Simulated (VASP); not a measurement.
# Ge (P6_3/mmc) in VASP: a series of runs

Runs on Ge. Level: PBE. Tasks: single point, relaxation of cell and atoms.

All numbers are computed with VASP 6.6.1; they aren't measurements. Logs are shortened: lines on timing, memory, paths and dates and some standing lists are left out, and cuts for length are marked.

**1. The cell of the first run**

The structure is hexagonal, space group P6_3/mmc (No. 194). The conventional cell has a = 3.004 Å, b = 3.004 Å, c = 4.929 Å, α = 90.00°, β = 90.00°, γ = 120.00°. Within 4.0 Å of Ge (site symmetry -6m2) lie 12 Ge at 3.00 to 3.01 Å.

**2. Single point, PBE**

Input file INCAR:

```
PREC = Accurate
ENCUT = 520
EDIFF = 1E-7
ISMEAR = -1
SIGMA = 0.05
LREAL = False
LASPH = True
NELM = 100
ALGO = Normal
ISIF = 2
LWAVE = False
LCHARG = False
GGA = PE
NBANDS = 21
```

Input file KPOINTS:

```
regular mesh
0
Gamma
  16 16 9
```

Input file POSCAR:

```
Ge
1.0
    3.0036996265      0.0000000000      0.0000000000
   -1.5018498132      2.6012801819      0.0000000000
    0.0000000000      0.0000000000      4.9289054829
Ge
2
Direct
    0.3333333333      0.6666666667      0.2500000000
    0.6666666667      0.3333333333      0.7500000000
```

Potentials or basis: VASP PAW PBE potentials, release 64 (Ge_d).

On the command line:

```
$ cat potpaw_PBE.64/Ge_d/POTCAR > POTCAR
$ mpirun -np 1 vasp_std > vasp.out
```

OUTCAR:

```text
PREC = Accurate
   ENCUT = 520
   EDIFF = 1E-7
   ISMEAR = -1
   LREAL = False
   LASPH = True
   NELM = 100
   ISIF = 2
   GGA = PE

 ion  position               nearest neighbor table
   1  0.333  0.667  0.250-
   2  0.667  0.333  0.750-

  LATTYP: Found a hexagonal cell.
 ALAT       =     3.0036996265
 C/A-ratio  =     1.6409448666

  Lattice vectors:

 A1 = (   3.0036996265,   0.0000000000,   0.0000000000)
 A2 = (  -1.5018498132,   2.6012801819,   0.0000000000)
 A3 = (   0.0000000000,   0.0000000000,   4.9289054829)

Analysis of symmetry for initial positions (statically):
=====================================================================
 Subroutine PRICEL returns:
 Original cell was already a primitive cell.

 Routine SETGRP: Setting up the symmetry group for a
 hexagonal supercell.

 Subroutine GETGRP returns: Found 24 space group operations
 (whereof 12 operations were pure point group operations)
 out of a pool of 24 trial point group operations.

The static configuration has the point symmetry D_3d.
 The point group associated with its full space group is D_6h.

Analysis of symmetry for dynamics (positions and initial velocities):
=====================================================================
 Subroutine PRICEL returns:
 Original cell was already a primitive cell.

 Routine SETGRP: Setting up the symmetry group for a
 hexagonal supercell.

 Subroutine GETGRP returns: Found 24 space group operations
 (whereof 12 operations were pure point group operations)
 out of a pool of 24 trial point group operations.

The dynamic configuration has the point symmetry D_3d.
 The point group associated with its full space group is D_6h.

 Subroutine INISYM returns: Found 24 space group operations
 (whereof 12 operations are pure point group operations),
 and found     1 'primitive' translations

----------------------------------------------------------------------------------------

                                     Primitive cell

  volume of cell :      38.5118

  direct lattice vectors                    reciprocal lattice vectors
     3.003699626  0.000000000  0.000000000     0.332922770  0.192213051  0.000000000
    -1.501849813  2.601280182  0.000000000     0.000000000  0.384426102  0.000000000
     0.000000000  0.000000000  4.928905483     0.000000000  0.000000000  0.202884799

  length of vectors
     3.003699626  3.003699626  4.928905483     0.384426102  0.384426102  0.202884799

  position of ions in fractional coordinates (direct lattice)
     0.333333333  0.666666667  0.250000000
     0.666666667  0.333333333  0.750000000

  ion indices of the primitive-cell ions
   primitive index   ion index
                 1           1
                 2           2

----------------------------------------------------------------------------------------

 KPOINTS: regular mesh

Automatic generation of k-mesh.
 Grid dimensions read from file:
 generate k-points for:   16   16    9

 Generating k-lattice:

  Cartesian coordinates                     Fractional coordinates (reciprocal lattice)
     0.020807673  0.012013316  0.000000000     0.062500000 -0.000000000  0.000000000
     0.000000000  0.024026631  0.000000000     0.000000000  0.062500000  0.000000000
     0.000000000  0.000000000  0.022542755     0.000000000  0.000000000  0.111111111

  Length of vectors
     0.024026631  0.024026631  0.022542755

  Shift w.r.t. Gamma in fractional coordinates (k-lattice)
     0.000000000  0.000000000  0.000000000

 Subroutine IBZKPT returns following result:
 ===========================================

 Found    150 irreducible k-points:

 Following reciprocal coordinates:
            Coordinates               Weight
  0.000000  0.000000  0.000000      1.000000
  0.062500 -0.000000  0.000000      6.000000
  0.125000 -0.000000  0.000000      6.000000
  0.187500  0.000000  0.000000      6.000000
  0.250000 -0.000000  0.000000      6.000000
  0.312500 -0.000000  0.000000      6.000000
[... 16 lines left out ...]
  0.187500  0.187500  0.000000      6.000000
  0.250000  0.187500  0.000000     12.000000
 [... further k-points ...]
   k-points           NKPTS =    150   k-points in BZ     NKDIM =    150   number of bands    NBANDS=     21
   number of dos      NEDOS =    301   number of ions     NIONS =      2
   total plane-waves  NPLWV =  23040
   dimension x,y,z NGX =    24 NGY =   24 NGZ =   40
   dimension x,y,z NGXF=    48 NGYF=   48 NGZF=   80
   ions per type =               2
   NGX,Y,Z   is equivalent  to a cutoff of  13.28, 13.28, 13.49 a.u.
   NGXF,Y,Z  is equivalent  to a cutoff of  26.57, 26.57, 26.98 a.u.
 SYSTEM =  unknown system
   PREC   = accura    normal or accurate (medium, high low for compatibility)
   ISTART =      0    job   : 0-new  1-cont  2-samecut
   ICHARG =      2    charge: 1-file 2-atom 10-const
   ISPIN  =      1    spin polarized calculation?
   LNONCOLLINEAR =      F non collinear calculations
   LSORBIT =      F    spin-orbit coupling
   LASPH  =      T    aspherical Exc in radial PAW
   ENCUT  =  520.0 eV  38.22 Ry    6.18 a.u.   5.58  5.58  9.16*2*pi/ulx,y,z
   NELM   =    100;   NELMIN=  2; NELMDL= -5     # of ELM steps
   EDIFF  = 0.1E-06   stopping-criterion for ELM
   LREAL  =      F    real-space projection
   EDIFFG = 0.1E-05   stopping-criterion for IOM
   NSW    =      0    number of steps for IOM
   IBRION =     -1    ionic relax: 0-MD 1-quasi-New 2-CG
   NFREE  =      0    steps in history (QN), initial steepest desc. (CG)
   ISIF   =      2    stress and relaxation
   ISYM   =      2    0-nonsym 1-usesym 2-fastsym
   POTIM  = 0.5000    time-step for ionic-motion
   TEBEG  =    0.0;   TEEND  =   0.0 temperature during run
   PSTRESS=    0.0 pullay stress
   NELECT =      28.0000    total number of electrons
   NUPDOWN=      -1.0000    fix difference up-down
   EMIN   =  10.00;   EMAX   =-10.00  energy-range for DOS
   EFERMI =   0.00;   METHOD = LEGACY
   ISMEAR =    -1;   SIGMA  =   0.05  broadening in eV -4-tet -1-fermi 0-gaus
   EFERMI_NEDOS =   21; number of points for ismear=-14 and -15
   IALGO  =     38    algorithm
   IMIX   =      4    mixing-type and parameters
     AMIX     =   0.40;   BMIX     =  1.00
     AMIX_MAG =   1.60;   BMIX_MAG =  1.00
  volume/ion in A,a.u.               =      19.26       129.95
  Fermi-wavevector in a.u.,A,eV,Ry     =   1.472073  2.781815 29.483826  2.167000
  Thomas-Fermi vector in A             =   2.587132
   LORBIT       =      0    0 simple, 1 ext, 2 COOP (PROOUT), +10 PAW based schemes
   GGA     = PE    functional components
   LHFCALC =     F    Hartree Fock is set to
   AEXX    =    0.0000 exact exchange contribution
   IVDW    =     0    specifies the selected vdW correction
   LEPSILON=     F    determine dielectric tensor
   LRPA    =     F    only Hartree local field effects (RPA)
 non-spin polarized calculation
  energy-cutoff  :      520.00
  volume of cell :       38.51
 maximum number of plane-waves:      1057
 NGX is ok and might be reduce to    24
   NGX = 11   NGY = 11   NGZ = 19

 number of electron      28.0000033 magnetization

 Free energy of the ion-electron system (eV)
  ---------------------------------------------------
  ext. energy  EPLUGINS =         0.00000000
  ---------------------------------------------------
  free energy    TOTEN  =        -8.38743385 eV

  energy without entropy =       -8.38114436  energy(sigma->0) =       -8.38428911

 E-fermi :   6.6014     XC(G=0): -11.1991

 val. band max:        6.5969524568   @ k =   0.3125   0.1875   0.4444
 cond. band min:       6.6236590410   @ k =   0.1875   0.1875   0.1111
 fundamental gap:      0.0267065842
 Fermi energy:         6.6013989219

 k-point     1 :       0.0000    0.0000    0.0000
  band No.  band energies     occupation
      1     -18.1644      2.00000
      2     -18.1632      2.00000
      3     -18.1569      2.00000
      4     -18.1569      2.00000
      5     -18.1504      2.00000
      6     -18.1504      2.00000
[... 13 lines left out ...]
     20      19.3546      0.00000
     21      20.5369      0.00000

 k-point     2 :       0.0625   -0.0000    0.0000
  band No.  band energies     occupation
      1     -18.1657      2.00000
      2     -18.1631      2.00000
      3     -18.1543      2.00000
      4     -18.1538      2.00000
      5     -18.1491      2.00000
      6     -18.1473      2.00000
[... 13 lines left out ...]
     20      19.1076      0.00000
     21      20.5629      0.00000

 k-point     3 :       0.1250   -0.0000    0.0000
  band No.  band energies     occupation
      1     -18.1718      2.00000
      2     -18.1592      2.00000
      3     -18.1512      2.00000
      4     -18.1448      2.00000
      5     -18.1421      2.00000
      6     -18.1385      2.00000
[... 13 lines left out ...]
     20      20.0972      0.00000
     21      20.1858      0.00000

 k-point     4 :       0.1875    0.0000    0.0000
  band No.  band energies     occupation
      1     -18.1799      2.00000
      2     -18.1558      2.00000
      3     -18.1477      2.00000
      4     -18.1432      2.00000
      5     -18.1397      2.00000
      6     -18.1313      2.00000
[... 13 lines left out ...]
     20      18.9510      0.00000
     21      20.3569      0.00000

 k-point     5 :       0.2500   -0.0000    0.0000
  band No.  band energies     occupation
      1     -18.1889      2.00000
      2     -18.1570      2.00000
      3     -18.1516      2.00000
      4     -18.1447      2.00000
      5     -18.1392      2.00000
      6     -18.1154      2.00000
[... 13 lines left out ...]
     20      18.2746      0.00000
     21      19.8648      0.00000
[... 382 lines left out ...]
     20      16.0589      0.00000
     21      21.2548      0.00000

 k-point    22 :       0.4375    0.1250    0.0000
  band No.  band energies     occupation
      1     -18.1964      2.00000
      2     -18.1806      2.00000
      3     -18.1536      2.00000
      4     -18.1521      2.00000
      5     -18.1219      2.00000
      6     -18.1151      2.00000
[... 13 lines left out ...]
     20      15.9760      0.00000
     21      21.2199      0.00000

 k-point    23 :       0.1875    0.1875    0.0000
  band No.  band energies     occupation
      1     -18.1695      2.00000
      2     -18.1666      2.00000
      3     -18.1639      2.00000
      4     -18.1489      2.00000
      5     -18.1293      2.00000
      6     -18.1222      2.00000
[... 13 lines left out ...]
     20      18.6783      0.00000
     21      19.5398      0.00000

 k-point    24 :       0.2500    0.1875    0.0000
  band No.  band energies     occupation
      1     -18.1737      2.00000
      2     -18.1727      2.00000
      3     -18.1569      2.00000
      4     -18.1495      2.00000
      5     -18.1262      2.00000
      6     -18.1144      2.00000
[... 13 lines left out ...]
     20      18.5976      0.00000
     21      21.0846      0.00000

 [... further k-points ...]

------------------------ aborting loop because EDIFF is reached ----------------------------------------

  FORCE on cell =-STRESS in cart. coord.  units (eV):
  Direction    XX          YY          ZZ          XY          YZ          ZX
  --------------------------------------------------------------------------------------
  -------------------------------------------------------------------------------------
  Total       -0.0029696     -0.0029696      0.0528734     -0.0000000     -0.0000000     -0.0000000
  in kB       -0.1235402     -0.1235402      2.1996525     -0.0000000     -0.0000000     -0.0000000
  external PRESSURE =       0.6508574 kB  Pullay stress =       0.0000000 kB

 VOLUME and BASIS-vectors are now :
 -----------------------------------------------------------------------------
  energy-cutoff  :      520.00
  volume of cell :       38.51
      direct lattice vectors                 reciprocal lattice vectors
     3.003699626  0.000000000  0.000000000     0.332922770  0.192213051  0.000000000
    -1.501849813  2.601280182  0.000000000     0.000000000  0.384426102  0.000000000
     0.000000000  0.000000000  4.928905483     0.000000000  0.000000000  0.202884799

 POSITION                                       TOTAL-FORCE (eV/Angst)
 -----------------------------------------------------------------------------------
     -0.00000      1.73419      1.23223        -0.000000      0.000000      0.000000
      1.50185      0.86709      3.69668         0.000000     -0.000000      0.000000
 -----------------------------------------------------------------------------------
    total drift:                               -0.000000      0.000000     -0.000000

  FREE ENERGIE OF THE ION-ELECTRON SYSTEM (eV)
  ---------------------------------------------------
  free  energy   TOTEN  =        -8.3874338510 eV

  energy  without entropy=       -8.3811443614  energy(sigma->0) =       -8.38428911
```

Run time: 1.8 min. Hardware: 1 thread of Intel Xeon Platinum 8259CL at 2.50GHz (Skylake/Cascade Lake), shared host; peak memory 0.22 GiB.

Results:

* Free energy: -8.3874 eV
* Pressure: 0.1 GPa
* Band gap on the k mesh: zero (band 14 reaches 13.35 eV, above the bottom of band 15 at 4.17 eV)

Stress tensor (GPa, compression positive):
```
-0.01  0.00  0.00
 0.00 -0.01  0.00
 0.00  0.00  0.22
```

**3. Relaxation of cell and atoms, PBE**

Input file INCAR:

```
SYSTEM = Ge
PREC = Accurate ; ENCUT = 600
EDIFF = 1E-6 ; ISMEAR = -1
SIGMA = 0.05 ; LREAL = .FALSE.
LASPH = .TRUE. ; NELM = 100
ALGO = Normal ; ISIF = 3
LWAVE = .FALSE. ; LCHARG = .FALSE.
GGA = PE ; IBRION = 2
NSW = 45 ; EDIFFG = -0.005
```

Input file KPOINTS:

```
regular mesh
0
G
  16 16 9
  0 0 0
```

Input file POSCAR:

```
Ge
1.0
    3.0014039235      0.0000000000      0.0000000000
   -1.5007019617      2.5992920447      0.0000000000
    0.0000000000      0.0000000000      4.9399040538
Ge
2
Direct
    0.3333333333      0.6666666667      0.2500000000
    0.6666666667      0.3333333333      0.7500000000
```

Potentials or basis: VASP PAW PBE potentials, release 64 (Ge_d).

On the command line:

```
$ cat potpaw_PBE.64/Ge_d/POTCAR > POTCAR
$ mpirun -np 1 vasp_std > vasp.out
```

OUTCAR:

```text
SYSTEM = Ge
   PREC = Accurate
   ENCUT = 600
   EDIFF = 1E-6
   ISMEAR = -1
   LREAL = .FALSE.
   LASPH = .TRUE.
   NELM = 100
   ISIF = 3
   GGA = PE
   IBRION = 2
   NSW = 45
   EDIFFG = -0.005

 ion  position               nearest neighbor table
   1  0.333  0.667  0.250-
   2  0.667  0.333  0.750-

  LATTYP: Found a hexagonal cell.
 ALAT       =     3.0014039235
 C/A-ratio  =     1.6458644620

  Lattice vectors:

 A1 = (   3.0014039235,   0.0000000000,   0.0000000000)
 A2 = (  -1.5007019617,   2.5992920447,   0.0000000000)
 A3 = (   0.0000000000,   0.0000000000,   4.9399040538)

Analysis of symmetry for initial positions (statically):
=====================================================================
 Subroutine PRICEL returns:
 Original cell was already a primitive cell.

 Routine SETGRP: Setting up the symmetry group for a
 hexagonal supercell.

 Subroutine GETGRP returns: Found 24 space group operations
 (whereof 12 operations were pure point group operations)
[... 166 lines left out ...]

  energy without entropy =       -8.38139617  energy(sigma->0) =       -8.38450172

------------------------ aborting loop because EDIFF is reached ----------------------------------------

  FORCE on cell =-STRESS in cart. coord.  units (eV):
  Direction    XX          YY          ZZ          XY          YZ          ZX
  --------------------------------------------------------------------------------------
  -------------------------------------------------------------------------------------
  Total        0.0388972      0.0388972      0.0406061      0.0000000      0.0000000      0.0000000
  in kB        1.6170781      1.6170781      1.6881225      0.0000000      0.0000000      0.0000000
  external PRESSURE =       1.6407596 kB  Pullay stress =       0.0000000 kB
[... 239 lines left out ...]
--------------------------------------- Ionic step        8  -------------------------------------------

 number of electron      28.0000029 magnetization

 Free energy of the ion-electron system (eV)
  ---------------------------------------------------
  ext. energy  EPLUGINS =         0.00000000
  ---------------------------------------------------
  free energy    TOTEN  =        -8.38761370 eV

  energy without entropy =       -8.38138970  energy(sigma->0) =       -8.38450170

 E-fermi :   6.5906     XC(G=0): -11.1919

 val. band max:        6.5681549143   @ k =   0.1875   0.1875   0.0000
 cond. band min:       6.5950491556   @ k =   0.3125   0.1875   0.4444
 fundamental gap:      0.0268942413
 Fermi energy:         6.5905871904

 k-point     1 :       0.0000    0.0000    0.0000
  band No.  band energies     occupation
      1     -18.1794      2.00000
      2     -18.1789      2.00000
      3     -18.1717      2.00000
      4     -18.1717      2.00000
      5     -18.1652      2.00000
      6     -18.1652      2.00000
[... 481 lines left out ...]
      5     -18.1414      2.00000
      6     -18.1296      2.00000
[... 10 lines left out ...]
     17      10.4405      0.00000
     18      10.6441      0.00000

 [... further k-points ...]
[... 5 lines left out ...]
  --------------------------------------------------------------------------------------
  -------------------------------------------------------------------------------------
  Total        0.0095126      0.0095126      0.0094501      0.0000000     -0.0000000     -0.0000000
  in kB        0.3951746      0.3951746      0.3925782      0.0000000     -0.0000000     -0.0000000
  external PRESSURE =       0.3943092 kB  Pullay stress =       0.0000000 kB
[... 17 lines left out ...]
  FREE ENERGIE OF THE ION-ELECTRON SYSTEM (eV)
  ---------------------------------------------------
  free  energy   TOTEN  =        -8.3876137013 eV

  energy  without entropy=       -8.3813896957  energy(sigma->0) =       -8.38450170

 reached required accuracy - stopping structural energy minimisation
```

Wall time 6.1 min (1 thread of Intel Xeon Platinum 8259CL at 2.50GHz (Skylake/Cascade Lake), shared host); peak memory 0.24 GiB.

What came out:

| Quantity | Value |
| --- | --- |
| Free energy | -8.3876 eV |
| Relaxed volume | 19.28 Å³/atom |
| Relaxed cell | a = 3.002 Å, b = 3.002 Å, c = 4.941 Å, α = 90.00°, β = 90.00°, γ = 120.00° |
| Space group after relaxing (to 0.05 Å) | P6_3/mmc (No. 194) |
| Energy gained by relaxing | 0.0 meV/atom |
| Ionic steps | 8 |
| Pressure after relaxing | 0.0 GPa |
| Band gap on the k mesh | zero (band 14 reaches 13.37 eV, above the bottom of band 15 at 4.16 eV) |

Final structure:
```
CELL_PARAMETERS angstrom
3.00207 0.00000 0.00000
-1.50103 2.59987 0.00000
0.00000 0.00000 4.94139
ATOMIC_POSITIONS crystal
Ge 0.33333 0.66667 0.25000
Ge 0.66667 0.33333 0.75000
```
